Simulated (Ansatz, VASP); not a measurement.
**One calculation of TiN, two programs**

Contents of INCAR:

```
SYSTEM = TiN
ALGO = Normal
EDIFF = 1E-8
ENCUT = 520
GGA = PS
GGA_COMPAT = .FALSE.
ISIF = 2
ISMEAR = -1
LASPH = .TRUE.
LCHARG = .FALSE.
LEFG = .TRUE.
LREAL = .FALSE.
LWAVE = .FALSE.
NBANDS = 16
NELM = 120
PREC = Accurate
SIGMA = 0.05
```

File KPOINTS:

```
k-points
0
G
  13 13 13
  0 0 0
```

The input POSCAR:

```
TiN
1.0
    0.0000000000      2.1636184092      2.1636184092
    2.1636184092      0.0000000000      2.1636184092
    2.1636184092      2.1636184092      0.0000000000
Ti N
1 1
Direct
    0.0000000000      0.0000000000      0.0000000000
    0.5000000000      0.5000000000      0.5000000000
```

Input for Ansatz:

```yaml
crystal:
  lattice:
    - [0.0, 2.1636184092, 2.1636184092]
    - [2.1636184092, 0.0, 2.1636184092]
    - [2.1636184092, 2.1636184092, 0.0]
  atoms:
    - { symbol: Ti, position: [0.0, 0.0, 0.0] }
    - { symbol: "N", position: [0.5, 0.5, 0.5] }
kpoints:
  mp_grid: { grid: [13, 13, 13] }
scf:
  occupations: { method: fermi_dirac, width: 0.05 }
hamiltonian:
  xc: pbesol
  pseudopotentials: { kind: all_electron, datasets: crystal }
output:
  forces: true
  stress: true
  eigenvalues: true
  efg: { contact_densities: true }
```

Change from the starting cell: volume scaled by 1.06, crystal datasets.

Alike in both runs: task electric field gradients; functional PBEsol; k mesh 13 × 13 × 13; occupations fermi-dirac, width 0.05 eV; no spin polarisation.

|  | VASP | Ansatz |
| --- | --- | --- |
| version | VASP 6.6.1 | Ansatz 0.2.0 |
| potentials or method | VASP PAW PBE potentials, release 64 (Ti_sv, N), cutoff 520 eV | all-electron PAW with datasets made for the crystal, scalar-relativistic |

VASP gave:

- pressure (GPa): -21.2

Which values does Ansatz return?

Pressure (GPa): -21.7.

VASP's potentials were made for PBE, not for PBEsol. Ansatz ran all-electron here, and VASP with PAW potentials.
